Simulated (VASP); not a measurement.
# Fe (Im-3m) in VASP: further runs

Fe is run at these levels: PBE; tasks: single point.

All numbers are computed with VASP 6.6.1; they aren't measurements. Logs are shortened: lines on timing, memory, paths and dates and some standing lists are left out, and cuts for length are marked.

## Step 1: The cell of the first run

The structure is cubic, space group Im-3m (No. 229). The conventional cell has a = 2.869 Å, b = 2.869 Å, c = 2.869 Å, α = 90.00°, β = 90.00°, γ = 90.00°. Within 3.3 Å of Fe (site symmetry m-3m) lie 14 Fe at 2.48 to 2.87 Å.

## Step 2: Single point, PBE, collinear spin, zero start

File INCAR:

```
SYSTEM = Fe
ALGO = Normal
EDIFF = 1E-6
ENCUT = 600
GGA = PE
GGA_COMPAT = .False.
ISIF = 2
ISMEAR = 0
ISPIN = 2
LASPH = .True.
LCHARG = .False.
LMAXMIX = 4
LORBIT = 11
LREAL = .False.
LWAVE = .False.
MAGMOM = 0
NBANDS = 14
NELM = 200
NUPDOWN = 0.0
PREC = Accurate
SIGMA = 0.1
```

File KPOINTS:

```
k-points
0
Gamma
  14 14 14
  0 0 0
```

File POSCAR:

```
Fe
1.0
   -1.4345000000      1.4345000000      1.4345000000
    1.4345000000     -1.4345000000      1.4345000000
    1.4345000000      1.4345000000     -1.4345000000
Fe
1
Direct
    0.0000000000      0.0000000000      0.0000000000
```

Potentials or basis: VASP PAW PBE potentials, release 64 (Fe).

On the command line:

```console
$ cat potpaw_PBE.64/Fe/POTCAR > POTCAR
$ mpirun -np 1 vasp_std > vasp.out
```

OUTCAR:

```text
SYSTEM = Fe
   EDIFF = 1E-6
   ENCUT = 600
   GGA = PE
   ISIF = 2
   ISMEAR = 0
   ISPIN = 2
   LASPH = .True.
   LORBIT = 11
   LREAL = .False.
   NELM = 200
   NUPDOWN = 0.0
   PREC = Accurate

 ion  position               nearest neighbor table
   1  0.000  0.000  0.000-

  LATTYP: Found a body centered cubic cell.
 ALAT       =     2.8690000000

  Lattice vectors:

 A1 = (  -1.4345000000,   1.4345000000,   1.4345000000)
 A2 = (   1.4345000000,  -1.4345000000,   1.4345000000)
 A3 = (   1.4345000000,   1.4345000000,  -1.4345000000)

Analysis of symmetry for initial positions (statically):
=====================================================================
 Subroutine PRICEL returns:
 Original cell was already a primitive cell.

 Routine SETGRP: Setting up the symmetry group for a
 body centered cubic supercell.

 Subroutine GETGRP returns: Found 48 space group operations
 (whereof 48 operations were pure point group operations)
 out of a pool of 48 trial point group operations.

The static configuration has the point symmetry O_h .

Analysis of symmetry for dynamics (positions and initial velocities):
=====================================================================
 Subroutine PRICEL returns:
 Original cell was already a primitive cell.

 Routine SETGRP: Setting up the symmetry group for a
 body centered cubic supercell.

 Subroutine GETGRP returns: Found 48 space group operations
 (whereof 48 operations were pure point group operations)
 out of a pool of 48 trial point group operations.

The dynamic configuration has the point symmetry O_h .

Analysis of structural, dynamic, and magnetic symmetry:
=====================================================================
 Subroutine PRICEL returns:
 Original cell was already a primitive cell.

 Routine SETGRP: Setting up the symmetry group for a
 body centered cubic supercell.

 Subroutine GETGRP returns: Found 48 space group operations
 (whereof 48 operations were pure point group operations)
 out of a pool of 48 trial point group operations.

The overall configuration has the point symmetry O_h .

 Subroutine INISYM returns: Found 48 space group operations
 (whereof 48 operations are pure point group operations),
 and found     1 'primitive' translations

----------------------------------------------------------------------------------------

                                     Primitive cell

  volume of cell :      11.8076

  direct lattice vectors                    reciprocal lattice vectors
    -1.434500000  1.434500000  1.434500000     0.000000000  0.348553503  0.348553503
     1.434500000 -1.434500000  1.434500000     0.348553503  0.000000000  0.348553503
     1.434500000  1.434500000 -1.434500000     0.348553503  0.348553503  0.000000000

  length of vectors
     2.484626883  2.484626883  2.484626883     0.492929091  0.492929091  0.492929091

  position of ions in fractional coordinates (direct lattice)
     0.000000000  0.000000000  0.000000000

  ion indices of the primitive-cell ions
   primitive index   ion index
                 1           1

----------------------------------------------------------------------------------------

 KPOINTS: k-points

Automatic generation of k-mesh.
 Grid dimensions read from file:
 generate k-points for:   14   14   14

 Generating k-lattice:

  Cartesian coordinates                     Fractional coordinates (reciprocal lattice)
     0.000000000  0.024896679  0.024896679     0.071428571  0.000000000  0.000000000
     0.024896679  0.000000000  0.024896679     0.000000000  0.071428571  0.000000000
     0.024896679  0.024896679  0.000000000     0.000000000  0.000000000  0.071428571

  Length of vectors
     0.035209221  0.035209221  0.035209221

  Shift w.r.t. Gamma in fractional coordinates (k-lattice)
     0.000000000  0.000000000  0.000000000

 Subroutine IBZKPT returns following result:
 ===========================================

 Found    104 irreducible k-points:

 Following reciprocal coordinates:
            Coordinates               Weight
  0.000000  0.000000  0.000000      1.000000
  0.071429  0.000000  0.000000     12.000000
  0.142857  0.000000  0.000000     12.000000
  0.214286  0.000000  0.000000     12.000000
  0.285714  0.000000  0.000000     12.000000
  0.357143  0.000000  0.000000     12.000000
[... 16 lines left out ...]
  0.285714  0.285714  0.000000     24.000000
  0.357143  0.285714  0.000000     24.000000
 [... further k-points ...]
   k-points           NKPTS =    104   k-points in BZ     NKDIM =    104   number of bands    NBANDS=     14
   number of dos      NEDOS =    301   number of ions     NIONS =      1
   total plane-waves  NPLWV =   8000
   dimension x,y,z NGX =    20 NGY =   20 NGZ =   20
   dimension x,y,z NGXF=    40 NGYF=   40 NGZF=   40
   ions per type =               1
   NGX,Y,Z   is equivalent  to a cutoff of  13.38, 13.38, 13.38 a.u.
   NGXF,Y,Z  is equivalent  to a cutoff of  26.76, 26.76, 26.76 a.u.
 SYSTEM =  Fe
   PREC   = accura    normal or accurate (medium, high low for compatibility)
   ISTART =      0    job   : 0-new  1-cont  2-samecut
   ICHARG =      2    charge: 1-file 2-atom 10-const
   ISPIN  =      2    spin polarized calculation?
   LNONCOLLINEAR =      F non collinear calculations
   LSORBIT =      F    spin-orbit coupling
   LASPH  =      T    aspherical Exc in radial PAW
   ENCUT  =  600.0 eV  44.10 Ry    6.64 a.u.   4.96  4.96  4.96*2*pi/ulx,y,z
   NELM   =    200;   NELMIN=  2; NELMDL= -5     # of ELM steps
   EDIFF  = 0.1E-05   stopping-criterion for ELM
   LREAL  =      F    real-space projection
   EDIFFG = 0.1E-04   stopping-criterion for IOM
   NSW    =      0    number of steps for IOM
   IBRION =     -1    ionic relax: 0-MD 1-quasi-New 2-CG
   NFREE  =      0    steps in history (QN), initial steepest desc. (CG)
   ISIF   =      2    stress and relaxation
   ISYM   =      2    0-nonsym 1-usesym 2-fastsym
   POTIM  = 0.5000    time-step for ionic-motion
   TEBEG  =    0.0;   TEEND  =   0.0 temperature during run
   PSTRESS=    0.0 pullay stress
   NELECT =       8.0000    total number of electrons
   NUPDOWN=       0.0000    fix difference up-down
   EMIN   =  10.00;   EMAX   =-10.00  energy-range for DOS
   EFERMI =   0.00;   METHOD = LEGACY
   ISMEAR =     0;   SIGMA  =   0.10  broadening in eV -4-tet -1-fermi 0-gaus
   EFERMI_NEDOS =   21; number of points for ismear=-14 and -15
   IALGO  =     38    algorithm
   IMIX   =      4    mixing-type and parameters
     AMIX     =   0.40;   BMIX     =  1.00
     AMIX_MAG =   1.60;   BMIX_MAG =  1.00
  volume/ion in A,a.u.               =      11.81        79.68
  Fermi-wavevector in a.u.,A,eV,Ry     =   1.437863  2.717168 28.129378  2.067451
  Thomas-Fermi vector in A             =   2.556894
   LORBIT       =     11    0 simple, 1 ext, 2 COOP (PROOUT), +10 PAW based schemes
   GGA     = PE    functional components
   LHFCALC =     F    Hartree Fock is set to
   AEXX    =    0.0000 exact exchange contribution
   IVDW    =     0    specifies the selected vdW correction
   LEPSILON=     F    determine dielectric tensor
   LRPA    =     F    only Hartree local field effects (RPA)
 spin polarized calculation
 Gauss-broadening in eV      SIGMA  =   0.10
  energy-cutoff  :      600.00
  volume of cell :       11.81
 maximum number of plane-waves:       410
   NGX =  9   NGY =  9   NGZ =  9

 number of electron       7.9999997 magnetization       0.0000000

 number of electron       7.9999997 magnetization      -0.0000000

 Free energy of the ion-electron system (eV)
  ---------------------------------------------------
  ext. energy  EPLUGINS =         0.00000000
  ---------------------------------------------------
  free energy    TOTEN  =        -7.65871483 eV

  energy without entropy =       -7.63977691  energy(sigma->0) =       -7.64924587

 E-fermi :   5.4803     XC(G=0): -12.9457

 val. band max:        5.4709120900   @ k =   0.0714   0.0714   0.0000
 cond. band min:       5.4903212685   @ k =   0.1429   0.1429   0.1429
 fundamental gap:      0.0194091785
 Fermi energy:         5.4803184451

 spin component 1

 k-point     1 :       0.0000    0.0000    0.0000
  band No.  band energies     occupation
      1      -2.7134      1.00000
      2       3.9698      1.00000
      3       3.9698      1.00000
      4       3.9698      1.00000
      5       5.4461      0.68582
      6       5.4461      0.68581
      7      29.9580      0.00000
      8      29.9580      0.00000
      9      29.9580      0.00000
     10      34.9508      0.00000
     11      34.9508      0.00000
     12      37.2516      0.00000
     13      37.2516      0.00000
     14      37.2516      0.00000
[... 375 lines left out ...]
 k-point    24 :       0.3571    0.2857    0.0000
  band No.  band energies     occupation
      1       2.4451      1.00000
      2       2.9747      1.00000
      3       3.2977      1.00000
      4       5.5216      0.27969
      5       5.7038      0.00079
      6      11.3164      0.00000
      7      13.0754      0.00000
      8      15.3543      0.00000
      9      24.2280      0.00000
     10      32.5787      0.00000
     11      34.1044      0.00000
     12      41.0175      0.00000
     13      44.2642      0.00000
     14      48.1779      0.00000

 [... further k-points ...]

 spin component 2

 k-point     1 :       0.0000    0.0000    0.0000
  band No.  band energies     occupation
      1      -2.7134      1.00000
      2       3.9698      1.00000
      3       3.9698      1.00000
      4       3.9698      1.00000
      5       5.4461      0.68582
      6       5.4461      0.68581
      7      29.9580      0.00000
      8      29.9580      0.00000
      9      29.9580      0.00000
     10      34.9508      0.00000
     11      34.9508      0.00000
     12      37.2516      0.00000
     13      37.2516      0.00000
     14      37.2516      0.00000
[... 375 lines left out ...]
 k-point    24 :       0.3571    0.2857    0.0000
  band No.  band energies     occupation
      1       2.4451      1.00000
      2       2.9747      1.00000
      3       3.2977      1.00000
      4       5.5216      0.27969
      5       5.7038      0.00079
      6      11.3164      0.00000
      7      13.0754      0.00000
      8      15.3543      0.00000
      9      24.2280      0.00000
     10      32.5787      0.00000
     11      34.1044      0.00000
     12      41.0175      0.00000
     13      44.2642      0.00000
     14      48.1909      0.00000

 [... further k-points ...]
[... 5 lines left out ...]
  --------------------------------------------------------------------------------------
  -------------------------------------------------------------------------------------
  Total       -1.7946942     -1.7946942     -1.7946942     -0.0000000      0.0000000     -0.0000000
  in kB     -243.5226658   -243.5226658   -243.5226658     -0.0000000      0.0000000     -0.0000000
  external PRESSURE =    -243.5226658 kB  Pullay stress =       0.0000000 kB

 VOLUME and BASIS-vectors are now :
 -----------------------------------------------------------------------------
  energy-cutoff  :      600.00
  volume of cell :       11.81
      direct lattice vectors                 reciprocal lattice vectors
    -1.434500000  1.434500000  1.434500000     0.000000000  0.348553503  0.348553503
     1.434500000 -1.434500000  1.434500000     0.348553503  0.000000000  0.348553503
     1.434500000  1.434500000 -1.434500000     0.348553503  0.348553503  0.000000000

 POSITION                                       TOTAL-FORCE (eV/Angst)
 -----------------------------------------------------------------------------------
      0.00000      0.00000      0.00000        -0.000000     -0.000000     -0.000000
 -----------------------------------------------------------------------------------
    total drift:                                0.000000     -0.000000      0.000000

  FREE ENERGIE OF THE ION-ELECTRON SYSTEM (eV)
  ---------------------------------------------------
  free  energy   TOTEN  =        -7.6587148339 eV

  energy  without entropy=       -7.6397769055  energy(sigma->0) =       -7.64924587

 total charge

# of ion       s       p       d       tot
------------------------------------------
    1        0.461   0.493   6.229   7.183

 magnetization (x)

# of ion       s       p       d       tot
------------------------------------------
    1       -0.000   0.000  -0.000  -0.000
```

Run time: 16 s. Hardware: 1 thread of Intel Xeon 6975P-C (Granite Rapids), shared host; peak memory 0.15 GiB.

Results:

| Item | Value |
| --- | --- |
| Free energy | -7.6587 eV |
| Pressure | -24.4 GPa |
| Net moment | 0.00 μB per cell |
| Valence electrons inside the program's atomic spheres | Fe 7.18 |

Caveat: the total moment is fixed, so each spin has its own Fermi level.

(Continued in part 2 of 2.)
